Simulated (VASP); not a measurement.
# SiNi (Pmmn) in VASP: further runs

The runs below take SiNi through single point, with PBE, BLYP, LDA.

All numbers are computed with VASP 6.6.1; they aren't measurements. Logs are shortened: lines on timing, memory, paths and dates and some standing lists are left out, and cuts for length are marked.

## 1. The cell of the first run

It takes space group Pmmn (No. 59, orthorhombic). Conventional cell: a = 2.943 Å, b = 3.280 Å, c = 4.677 Å, α = 90.00°, β = 90.00°, γ = 90.00°. Within 3.1 Å of Ni (site symmetry mm2) lie 6 Si at 2.34 to 2.37 Å and 6 Ni at 2.65 to 2.94 Å. Si (site symmetry mm2) has 6 Ni at 2.34 to 2.37 Å and 6 Si at 2.65 to 2.94 Å within 3.1 Å.

## 2. Single point, PBE, collinear spin, ferromagnetic start

Input file INCAR:

```
SYSTEM = SiNi
  PREC = Accurate
  ENCUT = 590
  EDIFF = 1E-6
  ISMEAR = -1
  SIGMA = 0.05
  LREAL = .False.
  LASPH = .True.
  NELM = 200
  ALGO = Normal
  ISIF = 2
  LWAVE = .False.
  LCHARG = .False.
  ISPIN = 2
  MAGMOM = 1 1 0 0
  LORBIT = 11
  LMAXMIX = 4
  GGA = PE
  NBANDS = 34
  GGA_COMPAT = .False.
```

Input file KPOINTS:

```
regular mesh
0
Gamma
  5 5 3
  0 0 0
```

Input file POSCAR:

```
SiNi
1.0
    2.9427706600      0.0000000000      0.0000000000
    0.0000000000      3.2803255400      0.0000000000
    0.0000000000      0.0000000000      4.6774467600
Ni Si
2 2
Direct
    0.5000000000      0.5000000000      0.3424955900
    0.0000000000      0.0000000000      0.6575044100
    0.5000000000      0.5000000000      0.8431431600
    0.0000000000      0.0000000000      0.1568568400
```

Potentials or basis: VASP PAW PBE potentials, release 64 (Ni_sv_GW, Si).

Command:

```console
$ cat potpaw_PBE.64/Ni_sv_GW/POTCAR potpaw_PBE.64/Si/POTCAR > POTCAR
$ mpirun -np 1 vasp_std > vasp.out
```

OUTCAR:

```text
SYSTEM = SiNi
   PREC = Accurate
   ENCUT = 590
   EDIFF = 1E-6
   ISMEAR = -1
   LREAL = .False.
   LASPH = .True.
   NELM = 200
   ISIF = 2
   ISPIN = 2
   LORBIT = 11
   GGA = PE

 ion  position               nearest neighbor table
   1  0.500  0.500  0.342-   3 2.34   3 2.34   4 2.37   4 2.37   4 2.37   4 2.37   2 2.65   2 2.65
                             2 2.65   2 2.65
   2  0.000  0.000  0.658-   4 2.34   4 2.34   3 2.37   3 2.37   3 2.37   3 2.37   1 2.65   1 2.65
                             1 2.65   1 2.65
   3  0.500  0.500  0.843-   1 2.34   1 2.34   2 2.37   2 2.37   2 2.37   2 2.37   4 2.65   4 2.65
                             4 2.65   4 2.65
   4  0.000  0.000  0.157-   2 2.34   2 2.34   1 2.37   1 2.37   1 2.37   1 2.37   3 2.65   3 2.65
                             3 2.65   3 2.65

  LATTYP: Found a simple orthorhombic cell.
 ALAT       =     2.9427706600
 B/A-ratio  =     1.1147064855
 C/A-ratio  =     1.5894703667

  Lattice vectors:

 A1 = (   2.9427706600,   0.0000000000,   0.0000000000)
 A2 = (   0.0000000000,   3.2803255400,   0.0000000000)
 A3 = (   0.0000000000,   0.0000000000,   4.6774467600)

Analysis of symmetry for initial positions (statically):
=====================================================================
 Subroutine PRICEL returns:
 Original cell was already a primitive cell.

 Routine SETGRP: Setting up the symmetry group for a
 simple orthorhombic supercell.

 Subroutine GETGRP returns: Found  8 space group operations
 (whereof  4 operations were pure point group operations)
 out of a pool of  8 trial point group operations.

The static configuration has the point symmetry C_2v.
 The point group associated with its full space group is D_2h.

Analysis of symmetry for dynamics (positions and initial velocities):
=====================================================================
 Subroutine PRICEL returns:
 Original cell was already a primitive cell.

 Routine SETGRP: Setting up the symmetry group for a
 simple orthorhombic supercell.

 Subroutine GETGRP returns: Found  8 space group operations
 (whereof  4 operations were pure point group operations)
 out of a pool of  8 trial point group operations.

The dynamic configuration has the point symmetry C_2v.
 The point group associated with its full space group is D_2h.

Analysis of structural, dynamic, and magnetic symmetry:
=====================================================================
 Subroutine PRICEL returns:
 Original cell was already a primitive cell.

 Routine SETGRP: Setting up the symmetry group for a
 simple orthorhombic supercell.

 Subroutine GETGRP returns: Found  8 space group operations
 (whereof  4 operations were pure point group operations)
 out of a pool of  8 trial point group operations.

The overall configuration has the point symmetry C_2v.
 The point group associated with its full space group is D_2h.

 Subroutine INISYM returns: Found  8 space group operations
 (whereof  4 operations are pure point group operations),
 and found     1 'primitive' translations

----------------------------------------------------------------------------------------

                                     Primitive cell

  volume of cell :      45.1525

  direct lattice vectors                    reciprocal lattice vectors
     2.942770660  0.000000000  0.000000000     0.339815812  0.000000000  0.000000000
     0.000000000  3.280325540  0.000000000     0.000000000  0.304847793  0.000000000
     0.000000000  0.000000000  4.677446760     0.000000000  0.000000000  0.213791851

  length of vectors
     2.942770660  3.280325540  4.677446760     0.339815812  0.304847793  0.213791851

  position of ions in fractional coordinates (direct lattice)
     0.500000000  0.500000000  0.342495590
     0.000000000  0.000000000  0.657504410
     0.500000000  0.500000000  0.843143160
     0.000000000  0.000000000  0.156856840

  ion indices of the primitive-cell ions
   primitive index   ion index
                 1           1
                 2           2
                 3           3
                 4           4
[... 26 lines left out ...]

 Following reciprocal coordinates:
            Coordinates               Weight
  0.000000  0.000000  0.000000      1.000000
  0.200000  0.000000  0.000000      2.000000
  0.400000  0.000000  0.000000      2.000000
  0.000000  0.200000  0.000000      2.000000
  0.200000  0.200000  0.000000      4.000000
  0.400000  0.200000  0.000000      4.000000
[... 10 lines left out ...]
  0.200000  0.400000  0.333333      8.000000
  0.400000  0.400000  0.333333      8.000000
   k-points           NKPTS =     18   k-points in BZ     NKDIM =     18   number of bands    NBANDS=     34
   number of dos      NEDOS =    301   number of ions     NIONS =      4
   total plane-waves  NPLWV =  26880
   dimension x,y,z NGX =    24 NGY =   28 NGZ =   40
   dimension x,y,z NGXF=    48 NGYF=   56 NGZF=   80
   ions per type =               2   2
   NGX,Y,Z   is equivalent  to a cutoff of  13.56, 14.19, 14.22 a.u.
   NGXF,Y,Z  is equivalent  to a cutoff of  27.12, 28.38, 28.43 a.u.
 SYSTEM =  SiNi
   PREC   = accura    normal or accurate (medium, high low for compatibility)
   ISTART =      0    job   : 0-new  1-cont  2-samecut
   ICHARG =      2    charge: 1-file 2-atom 10-const
   ISPIN  =      2    spin polarized calculation?
   LNONCOLLINEAR =      F non collinear calculations
   LSORBIT =      F    spin-orbit coupling
   LASPH  =      T    aspherical Exc in radial PAW
   ENCUT  =  590.0 eV  43.36 Ry    6.59 a.u.   5.83  6.50  9.26*2*pi/ulx,y,z
   NELM   =    200;   NELMIN=  2; NELMDL= -5     # of ELM steps
   EDIFF  = 0.1E-05   stopping-criterion for ELM
   LREAL  =      F    real-space projection
   EDIFFG = 0.1E-04   stopping-criterion for IOM
   NSW    =      0    number of steps for IOM
   IBRION =     -1    ionic relax: 0-MD 1-quasi-New 2-CG
   NFREE  =      0    steps in history (QN), initial steepest desc. (CG)
   ISIF   =      2    stress and relaxation
   ISYM   =      2    0-nonsym 1-usesym 2-fastsym
   POTIM  = 0.5000    time-step for ionic-motion
   TEBEG  =    0.0;   TEEND  =   0.0 temperature during run
   PSTRESS=    0.0 pullay stress
   NELECT =      44.0000    total number of electrons
   NUPDOWN=      -1.0000    fix difference up-down
   EMIN   =  10.00;   EMAX   =-10.00  energy-range for DOS
   EFERMI =   0.00;   METHOD = LEGACY
   ISMEAR =    -1;   SIGMA  =   0.05  broadening in eV -4-tet -1-fermi 0-gaus
   EFERMI_NEDOS =   21; number of points for ismear=-14 and -15
   IALGO  =     38    algorithm
   IMIX   =      4    mixing-type and parameters
     AMIX     =   0.40;   BMIX     =  1.00
     AMIX_MAG =   1.60;   BMIX_MAG =  1.00
  volume/ion in A,a.u.               =      11.29        76.18
  Fermi-wavevector in a.u.,A,eV,Ry     =   1.623049  3.067118 35.841668  2.634288
  Thomas-Fermi vector in A             =   2.716563
   LORBIT       =     11    0 simple, 1 ext, 2 COOP (PROOUT), +10 PAW based schemes
   GGA     = PE    functional components
   LHFCALC =     F    Hartree Fock is set to
   AEXX    =    0.0000 exact exchange contribution
   IVDW    =     0    specifies the selected vdW correction
   LEPSILON=     F    determine dielectric tensor
   LRPA    =     F    only Hartree local field effects (RPA)
 spin polarized calculation
  energy-cutoff  :      590.00
  volume of cell :       45.15
 maximum number of plane-waves:      1487
 NGX is ok and might be reduce to    24
   NGX = 11   NGY = 13   NGZ = 19

 number of electron      44.0000010 magnetization      -0.0206707

 number of electron      44.0000010 magnetization       0.0002310

 Free energy of the ion-electron system (eV)
  ---------------------------------------------------
  ext. energy  EPLUGINS =         0.00000000
  ---------------------------------------------------
  free energy    TOTEN  =       -25.43874191 eV

  energy without entropy =      -25.42725144  energy(sigma->0) =      -25.43299668

 E-fermi :  11.0707     XC(G=0): -12.9048

 val. band max:       11.0690167095   @ k =   0.2000   0.0000   0.0000
 cond. band min:      11.1421415142   @ k =   0.4000   0.4000   0.3333
 fundamental gap:      0.0731248047
 Fermi energy:        11.0707387417

 spin component 1

 k-point     1 :       0.0000    0.0000    0.0000
  band No.  band energies     occupation
      1     -93.0450      1.00000
      2     -93.0356      1.00000
      3     -53.5864      1.00000
      4     -53.5574      1.00000
      5     -53.4662      1.00000
      6     -53.4275      1.00000
[... 655 lines left out ...]
     33      24.5475      0.00000
     34      25.3415      0.00000
 Fermi energy:        11.0707387417

 spin component 2

 k-point     1 :       0.0000    0.0000    0.0000
  band No.  band energies     occupation
      1     -93.0448      1.00000
      2     -93.0355      1.00000
      3     -53.5861      1.00000
      4     -53.5571      1.00000
      5     -53.4660      1.00000
      6     -53.4273      1.00000
[... 655 lines left out ...]
     33      24.5475      0.00000
     34      25.3105      0.00000

------------------------ aborting loop because EDIFF is reached ----------------------------------------

  FORCE on cell =-STRESS in cart. coord.  units (eV):
  Direction    XX          YY          ZZ          XY          YZ          ZX
  --------------------------------------------------------------------------------------
  -------------------------------------------------------------------------------------
  Total        1.8881687      0.8221880      0.4262177      0.0000000      0.0000000      0.0000000
  in kB       66.9991302     29.1742361     15.1237635      0.0000000      0.0000000      0.0000000
  external PRESSURE =      37.0990433 kB  Pullay stress =       0.0000000 kB

 VOLUME and BASIS-vectors are now :
 -----------------------------------------------------------------------------
  energy-cutoff  :      590.00
  volume of cell :       45.15
      direct lattice vectors                 reciprocal lattice vectors
     2.942770660  0.000000000  0.000000000     0.339815812  0.000000000  0.000000000
     0.000000000  3.280325540  0.000000000     0.000000000  0.304847793  0.000000000
     0.000000000  0.000000000  4.677446760     0.000000000  0.000000000  0.213791851

 POSITION                                       TOTAL-FORCE (eV/Angst)
 -----------------------------------------------------------------------------------
      1.47139      1.64016      1.60200         0.000000      0.000000      0.083096
      0.00000      0.00000      3.07544         0.000000      0.000000     -0.083096
      1.47139      1.64016      3.94376         0.000000      0.000000      0.079339
      0.00000      0.00000      0.73369         0.000000      0.000000     -0.079339
 -----------------------------------------------------------------------------------
    total drift:                                0.000000      0.000000     -0.000000

  FREE ENERGIE OF THE ION-ELECTRON SYSTEM (eV)
  ---------------------------------------------------
  free  energy   TOTEN  =       -25.4387419086 eV

  energy  without entropy=      -25.4272514434  energy(sigma->0) =      -25.43299668

 total charge

# of ion       s       p       d       f       tot
--------------------------------------------------
    1        2.229   6.376   7.900   0.004  16.509
    2        2.229   6.376   7.900   0.004  16.509
    3        0.747   0.876   0.000   0.000   1.623
    4        0.747   0.876   0.000   0.000   1.623
--------------------------------------------------
tot          5.952  14.503  15.799   0.008  36.262

 magnetization (x)

# of ion       s       p       d       f       tot
--------------------------------------------------
    1        0.000   0.000   0.000  -0.000   0.000
    2        0.000   0.000   0.000  -0.000   0.000
    3       -0.000  -0.000   0.000   0.000  -0.000
    4       -0.000  -0.000   0.000   0.000  -0.000
--------------------------------------------------
tot          0.000  -0.000   0.000  -0.000   0.000
```

Wall time 47 s (1 thread of Intel Xeon 6975P-C (Granite Rapids), shared host); peak memory 0.22 GiB.

What came out:

```yaml
Free_energy: -25.4387 eV
Pressure: 3.7 GPa
Largest_force: 0.083 eV/Å
Band_gap_on_the_k_mesh: zero (filled and empty bands overlap)
Net_moment: 0.00 μB per cell
Valence_electrons_inside_the_program's_atomic_spheres: Ni 16.51; Si 1.62
```

Forces on the atoms (eV/Å):
```
Ni   0.000  0.000  0.083
Ni   0.000  0.000 -0.083
Si   0.000  0.000  0.079
Si   0.000  0.000 -0.079
```

Levels at points of the mesh, in eV from the Fermi level:
Spin up:
| k point | band 19 | band 20 | band 21 | band 22 | band 23 | band 24 | band 25 | band 26 |
| --- | --- | --- | --- | --- | --- | --- | --- | --- |
| (0.00, 0.00, 0.00) | -2.41 | -2.10 | -2.09 | -1.43 | 1.19 | 2.70 | 5.12 | 5.52 |
Spin down:
| k point | band 18 | band 19 | band 20 | band 21 | band 22 | band 23 | band 24 | band 25 | band 26 | band 27 |
| --- | --- | --- | --- | --- | --- | --- | --- | --- | --- | --- |
| (0.00, 0.00, 0.00) | -2.79 | -2.41 | -2.10 | -2.09 | -1.43 | 1.19 | 2.70 | 5.12 | 5.52 | 7.23 |

Caveat: the k points lie up to 0.45 Å⁻¹ apart.

(Continued in part 2 of 2.)
